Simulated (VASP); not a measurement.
# H (P1) in VASP: a series of runs

H is run at these levels: PBE; tasks: single point.

All numbers are computed with VASP 6.6.1; they aren't measurements. Logs are shortened: lines on timing, memory, paths and dates and some standing lists are left out, and cuts for length are marked.

## (1) The cell of the first run

The typed cell holds 16 atoms: a = 6.506 Å, b = 6.506 Å, c = 7.262 Å, α = 103.84°, β = 103.84°, γ = 117.78°.

## (2) Single point, PBE

Input file INCAR:

```
  PREC = Accurate
  ENCUT = 520
  EDIFF = 1E-6
  ISMEAR = -1
  SIGMA = 0.1551
  LREAL = Auto
  LASPH = T
  NELM = 60
  ALGO = Normal
  ISIF = 2
  LWAVE = F
  LCHARG = F
  GGA = PE
  NBANDS = 22
```

Input file KPOINTS:

```
Automatic mesh
0
Gamma
  2 2 2
  0.5 0.5 0.5
```

Input file POSCAR:

```
H
1.0
   -3.3617284453      5.5705286923      0.0000000000
   -3.3617284453     -5.5705286923      0.0000000000
    3.3617284453      0.0000000000      6.4375994428
H
16
Direct
    0.7189252786      0.8239192626      1.1525771471
    0.8579094670      0.2731407350      1.0247914706
    0.1454633637      0.6223364123      0.9455821311
    0.1369321194      0.1913540633      1.0404171710
    0.1194431642      0.1408246177     -0.0543760144
    0.2934109150      0.6636054000     -0.0271396196
    0.7537382569      0.2969783800      0.0262124106
    0.6340621295      0.6874762696      0.1414252328
    0.5508749781      0.5431313684      0.5338587824
    0.6308711372      0.9139099809      0.5512966489
   -0.0657459060      0.5749076472      0.5499734849
   -0.0013417262      1.1067574042      0.4618164001
    0.5029671997      0.4556706118      0.4111524837
    0.6015606219      0.0106904941      0.5835075688
    0.8627980186      0.4469952954      0.4694678547
    1.0909636026      0.0543295021      0.4433776946
```

Potentials or basis: VASP PAW PBE potentials, release 64 (H).

The run is started by

```
cat potpaw_PBE.64/H/POTCAR > POTCAR
mpirun -np 1 vasp_std > vasp.out
```

OUTCAR:

```text
PREC = Accurate
   ENCUT = 520
   EDIFF = 1E-6
   ISMEAR = -1
   LREAL = Auto
   LASPH = T
   NELM = 60
   ISIF = 2
   GGA = PE

 ion  position               nearest neighbor table
   1  0.719  0.824  0.153-   8 0.77
   2  0.858  0.273  0.025-   7 0.76
   3  0.145  0.622  0.946-   6 0.82
   4  0.137  0.191  0.040-   5 0.64
   5  0.119  0.141  0.946-   4 0.64
   6  0.293  0.664  0.973-   3 0.82
[... 8 lines left out ...]
  15  0.863  0.447  0.469-  11 0.73
  16  0.091  0.054  0.443-  12 0.84

  LATTYP: Found a face centered orthorhombic cell.
 ALAT       =     6.7234568906
 B/A-ratio  =     1.6570430310
 C/A-ratio  =     1.9149671211

  Lattice vectors:

 A1 = (   0.0000000000,  -5.5705286923,   6.4375994428)
 A2 = (  -3.3617284453,   0.0000000000,   6.4375994428)
 A3 = (  -3.3617284453,  -5.5705286923,   0.0000000000)

Analysis of symmetry for initial positions (statically):
=====================================================================
 Subroutine PRICEL returns:
 Original cell was already a primitive cell.

 Routine SETGRP: Setting up the symmetry group for a
 face centered orthorhombic supercell.

 Subroutine GETGRP returns: Found  1 space group operations
 (whereof  1 operations were pure point group operations)
 out of a pool of  8 trial point group operations.

The static configuration has the point symmetry C_1 .

Analysis of symmetry for dynamics (positions and initial velocities):
=====================================================================
 Subroutine PRICEL returns:
 Original cell was already a primitive cell.

 Routine SETGRP: Setting up the symmetry group for a
 face centered orthorhombic supercell.

 Subroutine GETGRP returns: Found  1 space group operations
 (whereof  1 operations were pure point group operations)
 out of a pool of  8 trial point group operations.

The dynamic configuration has the point symmetry C_1 .

 Subroutine INISYM returns: Found  1 space group operations
 (whereof  1 operations are pure point group operations),
 and found     1 'primitive' translations

----------------------------------------------------------------------------------------

                                     Primitive cell

  volume of cell :     241.1088

  direct lattice vectors                    reciprocal lattice vectors
    -3.361728445  5.570528692  0.000000000    -0.148733013  0.089758087  0.077668703
    -3.361728445 -5.570528692  0.000000000    -0.148733013 -0.089758087  0.077668703
     3.361728445  0.000000000  6.437599443     0.000000000  0.000000000  0.155337406

  length of vectors
     6.506305253  6.506305253  7.262499895     0.190290438  0.190290438  0.155337406

  position of ions in fractional coordinates (direct lattice)
     0.718925279  0.823919263  0.152577147
     0.857909467  0.273140735  0.024791471
     0.145463364  0.622336412  0.945582131
     0.136932119  0.191354063  0.040417171
     0.119443164  0.140824618  0.945623986
     0.293410915  0.663605400  0.972860380
[... 8 lines left out ...]
     0.862798019  0.446995295  0.469467855
     0.090963603  0.054329502  0.443377695

  ion indices of the primitive-cell ions
   primitive index   ion index
                 1           1
                 2           2
                 3           3
                 4           4
                 5           5
                 6           6
[... 8 lines left out ...]
                15          15
                16          16

----------------------------------------------------------------------------------------

 KPOINTS: Automatic mesh

Automatic generation of k-mesh.
 Grid dimensions read from file:
 generate k-points for:    2    2    2

 Generating k-lattice:

  Cartesian coordinates                     Fractional coordinates (reciprocal lattice)
    -0.074366506  0.044879044  0.038834352     0.500000000  0.000000000  0.000000000
    -0.074366506 -0.044879044  0.038834352     0.000000000  0.500000000  0.000000000
     0.000000000  0.000000000  0.077668703     0.000000000  0.000000000  0.500000000

  Length of vectors
     0.095145219  0.095145219  0.077668703

  Shift w.r.t. Gamma in fractional coordinates (k-lattice)
     0.500000000  0.500000000  0.500000000

 Subroutine IBZKPT returns following result:
 ===========================================

 Found      4 irreducible k-points:

 Following reciprocal coordinates:
            Coordinates               Weight
  0.250000  0.250000  0.250000      2.000000
 -0.250000  0.250000  0.250000      2.000000
 -0.250000  0.250000 -0.250000      2.000000
 -0.250000 -0.250000  0.250000      2.000000
   k-points           NKPTS =      4   k-points in BZ     NKDIM =      4   number of bands    NBANDS=     22
   number of dos      NEDOS =    301   number of ions     NIONS =     16
   total plane-waves  NPLWV = 124416
   dimension x,y,z NGX =    48 NGY =   48 NGZ =   54
   dimension x,y,z NGXF=    96 NGYF=   96 NGZF=  108
   ions per type =              16
   NGX,Y,Z   is equivalent  to a cutoff of  12.26, 12.26, 12.36 a.u.
   NGXF,Y,Z  is equivalent  to a cutoff of  24.53, 24.53, 24.72 a.u.
 SYSTEM =  unknown system
   PREC   = accura    normal or accurate (medium, high low for compatibility)
   ISTART =      0    job   : 0-new  1-cont  2-samecut
   ICHARG =      2    charge: 1-file 2-atom 10-const
   ISPIN  =      1    spin polarized calculation?
   LNONCOLLINEAR =      F non collinear calculations
   LSORBIT =      F    spin-orbit coupling
   LASPH  =      T    aspherical Exc in radial PAW
   ENCUT  =  520.0 eV  38.22 Ry    6.18 a.u.  12.10 12.10 13.50*2*pi/ulx,y,z
   NELM   =     60;   NELMIN=  2; NELMDL= -5     # of ELM steps
   EDIFF  = 0.1E-05   stopping-criterion for ELM
   LREAL  =      T    real-space projection
   EDIFFG = 0.1E-04   stopping-criterion for IOM
   NSW    =      0    number of steps for IOM
   IBRION =     -1    ionic relax: 0-MD 1-quasi-New 2-CG
   NFREE  =      0    steps in history (QN), initial steepest desc. (CG)
   ISIF   =      2    stress and relaxation
   ISYM   =      2    0-nonsym 1-usesym 2-fastsym
   POTIM  = 0.5000    time-step for ionic-motion
   TEBEG  =    0.0;   TEEND  =   0.0 temperature during run
   PSTRESS=    0.0 pullay stress
   NELECT =      16.0000    total number of electrons
   NUPDOWN=      -1.0000    fix difference up-down
   EMIN   =  10.00;   EMAX   =-10.00  energy-range for DOS
   EFERMI =   0.00;   METHOD = LEGACY
   ISMEAR =    -1;   SIGMA  =   0.16  broadening in eV -4-tet -1-fermi 0-gaus
   EFERMI_NEDOS =   21; number of points for ismear=-14 and -15
   IALGO  =     38    algorithm
   IMIX   =      4    mixing-type and parameters
     AMIX     =   0.40;   BMIX     =  1.00
     AMIX_MAG =   1.60;   BMIX_MAG =  1.00
  volume/ion in A,a.u.               =      15.07       101.69
  Fermi-wavevector in a.u.,A,eV,Ry     =   0.662792  1.252495  5.976945  0.439293
  Thomas-Fermi vector in A             =   1.735971
   LORBIT       =      0    0 simple, 1 ext, 2 COOP (PROOUT), +10 PAW based schemes
   GGA     = PE    functional components
   LHFCALC =     F    Hartree Fock is set to
   AEXX    =    0.0000 exact exchange contribution
   IVDW    =     0    specifies the selected vdW correction
   LEPSILON=     F    determine dielectric tensor
   LRPA    =     F    only Hartree local field effects (RPA)
 non-spin polarized calculation
  energy-cutoff  :      520.00
  volume of cell :      241.11
 maximum number of plane-waves:      6496
   NGX = 25   NGY = 25   NGZ = 27

 number of electron      16.0000000 magnetization

 Free energy of the ion-electron system (eV)
  ---------------------------------------------------
  ext. energy  EPLUGINS =         0.00000000
  ---------------------------------------------------
  free energy    TOTEN  =       -53.47721159 eV

  energy without entropy =      -53.47721159  energy(sigma->0) =      -53.47721159

 E-fermi :  -4.3674     XC(G=0):  -4.6685

 val. band max:       -7.9894312379   @ k =  -0.2500  -0.2500   0.2500
 cond. band min:       0.2306676283   @ k =  -0.2500   0.2500  -0.2500
 fundamental gap:      8.2200988662
 Fermi energy:        -4.3674107940

 k-point     1 :       0.2500    0.2500    0.2500
  band No.  band energies     occupation
      1     -10.3156      2.00000
      2     -10.0301      2.00000
      3      -9.7744      2.00000
      4      -9.3384      2.00000
      5      -8.9616      2.00000
      6      -8.8647      2.00000
[... 12 lines left out ...]
     19       4.3058      0.00000
     20       4.4498      0.00000

 k-point     2 :      -0.2500    0.2500    0.2500
  band No.  band energies     occupation
      1     -10.4906      2.00000
      2      -9.9889      2.00000
      3      -9.5560      2.00000
      4      -9.3880      2.00000
      5      -9.0073      2.00000
      6      -8.6925      2.00000
[... 12 lines left out ...]
     19       4.3209      0.00000
     20       4.7573      0.00000

 k-point     3 :      -0.2500    0.2500   -0.2500
  band No.  band energies     occupation
      1     -10.4839      2.00000
      2      -9.9909      2.00000
      3      -9.6402      2.00000
      4      -9.2303      2.00000
      5      -9.0858      2.00000
      6      -8.7014      2.00000
[... 12 lines left out ...]
     19       4.3389      0.00000
     20       4.9475      0.00000

 k-point     4 :      -0.2500   -0.2500    0.2500
  band No.  band energies     occupation
      1     -10.3942      2.00000
      2      -9.9832      2.00000
      3      -9.6662      2.00000
      4      -9.3256      2.00000
      5      -9.0705      2.00000
      6      -8.7724      2.00000
[... 12 lines left out ...]
     19       4.3705      0.00000
     20       4.7027      0.00000
 [bands above 20 left out]

------------------------ aborting loop because EDIFF is reached ----------------------------------------

  FORCE on cell =-STRESS in cart. coord.  units (eV):
  Direction    XX          YY          ZZ          XY          YZ          ZX
  --------------------------------------------------------------------------------------
  -------------------------------------------------------------------------------------
  Total       -0.3894099     -1.6769878      2.1430305      0.7666753     -0.5396368      0.1182561
  in kB       -2.5876445    -11.1436508     14.2405230      5.0945882     -3.5859079      0.7858167
  external PRESSURE =       0.1697426 kB  Pullay stress =       0.0000000 kB

 VOLUME and BASIS-vectors are now :
 -----------------------------------------------------------------------------
  energy-cutoff  :      520.00
  volume of cell :      241.11
      direct lattice vectors                 reciprocal lattice vectors
    -3.361728445  5.570528692  0.000000000    -0.148733013  0.089758087  0.077668703
    -3.361728445 -5.570528692  0.000000000    -0.148733013 -0.089758087  0.077668703
     3.361728445  0.000000000  6.437599443     0.000000000  0.000000000  0.155337406

 POSITION                                       TOTAL-FORCE (eV/Angst)
 -----------------------------------------------------------------------------------
     -4.67370     -0.58487      0.98223         0.588207      0.264122     -0.143513
     -3.71894      3.25747      0.15960         0.214507     -0.533120      0.005431
      0.59766     -2.65643      6.08728        -1.363761      1.447463      0.417016
     -0.96774     -0.30316      0.26019         0.733929     -1.437760      5.026726
      2.30398     -0.11911      6.08755        -0.752175      1.565449     -5.034114
      0.05326     -2.06218      6.26289         1.365244     -1.549522     -0.462490
[... 8 lines left out ...]
     -2.82495      2.31624      3.02225         0.362358      0.475768     -0.563899
      1.00208      0.20407      2.85429         0.485063     -2.257452      0.432141
 -----------------------------------------------------------------------------------
    total drift:                               -0.000328      0.000462      0.000208

  FREE ENERGIE OF THE ION-ELECTRON SYSTEM (eV)
  ---------------------------------------------------
  free  energy   TOTEN  =       -53.4772115883 eV

  energy  without entropy=      -53.4772115879  energy(sigma->0) =      -53.47721159
```

Run time: 28 s. Hardware: 1 thread of AMD EPYC 7R13 (Zen 3), shared host; peak memory 0.29 GiB.

Results:

```
Free energy            : -53.4772 eV
Pressure               : 0.0 GPa
Largest force          : 5.325 eV/Å
Band gap on the k mesh : 8.22 eV (least direct gap 8.32 eV)
```

Forces in eV/Å, atoms in the order of the input:
```
H    0.588  0.264 -0.144
H    0.215 -0.533  0.005
H   -1.364  1.447  0.417
H    0.734 -1.438  5.027
H   -0.752  1.565 -5.034
H    1.365 -1.550 -0.462
H   -0.138  0.412  0.014
H   -0.503 -0.194 -0.037
H    0.217  0.461 -2.008
H    0.036  0.201 -0.087
H   -0.523 -0.215  0.583
H   -0.627  2.305 -0.210
H   -0.032 -0.646  1.971
H   -0.063 -0.298  0.097
H    0.362  0.476 -0.564
H    0.485 -2.257  0.432
```

Stress tensor (GPa, compression positive):
```
-0.26  0.51  0.08
 0.51 -1.11 -0.36
 0.08 -0.36  1.42
```

Caveat: the k points lie up to 0.60 Å⁻¹ apart; the atoms stand as in a frame of molecular dynamics; a shifted mesh leaves out Γ, where band edges can lie; forces of over 1 eV/Å act on the atoms, so gaps and moduli don't describe the material at rest.

[end of part 1 of 3]
